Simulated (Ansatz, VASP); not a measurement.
# AlAu2 in VASP and in Ansatz

File INCAR:

```
  ALGO = Fast
  EDIFF = 1E-7
  ENCUT = 520
  GGA = CA
  ISIF = 2
  ISMEAR = 0
  LASPH = T
  LCHARG = F
  LREAL = F
  LWAVE = F
  NBANDS = 20
  NELM = 100
  PREC = Accurate
  SIGMA = 0.15
```

Contents of KPOINTS:

```
k-points
0
Gamma
  16 16 16
```

The input POSCAR:

```
AlAu2
1.0
   -1.6853500000      1.6853500000      4.2133000000
    1.6853500000     -1.6853500000      4.2133000000
    1.6853500000      1.6853500000     -4.2133000000
Al Au
1 2
Direct
    0.0000000000      0.0000000000      0.0000000000
    0.6570428093      0.6570428093      0.0000000000
    0.3429571907      0.3429571907      0.0000000000
```

Input for Ansatz:

```yaml
crystal:
  lattice:
    - [-1.68535, 1.68535, 4.2133]
    - [1.68535, -1.68535, 4.2133]
    - [1.68535, 1.68535, -4.2133]
  atoms:
    - { symbol: Al, position: [0.0, 0.0, 0.0] }
    - { symbol: Au, position: [0.6570428093, 0.6570428093, 0.0] }
    - { symbol: Au, position: [0.3429571907, 0.3429571907, 0.0] }
basis:
  ecutwfc: 420
kpoints:
  mp_grid: { grid: [16, 16, 16] }
hamiltonian:
  xc: lda
scf:
  occupations: { method: gaussian, width: 0.15 }
output:
  forces: true
  stress: true
  eigenvalues: true
```

Alike in both runs: task single point; functional LDA; k mesh 16 × 16 × 16; occupations gaussian, width 0.15 eV; no spin polarisation.

|  | VASP | Ansatz |
| --- | --- | --- |
| version | VASP 6.6.1 | Ansatz 0.2.0 |
| potentials or method | VASP PAW LDA potentials, release 64 (Al, Au), cutoff 520 eV | scalar-relativistic, plane waves, PAW |
| valence electrons in the cell | 25 | 41 |

```tsv
	VASP	Ansatz	Ansatz less VASP
gap on the k mesh at the Fermi level (eV)	none	none	-
pressure (GPa)	-0.5	-0.9	-0.37
traceless stress, the component that is largest in VASP (GPa)	3.56	3.41	-0.144
rms of the force components (eV/Å)	0.242	0.236	-0.0063
```

LDA's correlation is that of Perdew and Zunger in VASP and of Perdew and Wang (1992) in Ansatz. Atom by atom the forces differ by 0.006 eV/Å (rms over components). A gap of «none» marks a metal or a gap that the smearing closes. VASP's potentials hold 25 valence electrons a cell and Ansatz's 41, so a difference there can come from the potentials and not from the codes.

Neither program's run includes spin-orbit coupling.
